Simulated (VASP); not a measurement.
Wanted: the native input for a VASP 6.6.1 run.

```
Task                   : single point
Functional             : PBE
Potentials or basis    : VASP PAW PBE potentials, release 64 (Cd, S)
Cutoff                 : 520 eV
k mesh                 : 12 × 12 × 4
Occupations            : gaussian, width 0.05 eV
Spin                   : no spin polarisation
Dipole correction      : no
Further INCAR settings : ALGO = Normal; EDIFF = 1e-06; NBANDS = 26
```

The structure of CdS lies in POSCAR:

```
CdS
1.0
    4.1347992034      0.0000000000      0.0000000000
   -2.0673996017      3.5808411497      0.0000000000
    0.0000000000      0.0000000000      6.7490000000
Cd S
2 2
Direct
    0.3333333333      0.6666666667      0.0000000000
    0.6666666667      0.3333333333      0.5000000000
    0.3054069340      0.6108138679      0.3701829901
    0.6666666667      0.3333333333      0.8850000000
```

This cell differs from its parent crystal: atom 3 (S) moved by (-0.200, -0.100) A along y and z.

One way to write it, as run:

INCAR

```
ALGO = Normal
EDIFF = 1E-6
ENCUT = 520
GGA = PE
ISIF = 2
ISMEAR = 0
LASPH = T
LCHARG = F
LREAL = F
LWAVE = F
NBANDS = 26
NELM = 100
PREC = Accurate
SIGMA = 0.05
```

KPOINTS

```
k-points
0
Gamma
  12 12 4
```

Potentials or basis: VASP PAW PBE potentials, release 64 (Cd, S).

Command:

```console
$ cat potpaw_PBE.64/Cd/POTCAR potpaw_PBE.64/S/POTCAR > POTCAR
$ mpirun -np 1 vasp_std > vasp.out
```

It gave:

* Pressure: 3.2 GPa
* Largest force: 0.819 eV/Å
* Band gap on the k mesh: 1.21 eV, direct

Caveat: the cell differs from its parent crystal (atom 3 (S) moved by (-0.200, -0.100) A along y and z).

Run time: 3.7 min on 1 thread of Intel(R) Xeon(R) 6975P-C (Granite Rapids) (shared host), peak memory 0.47 GiB.
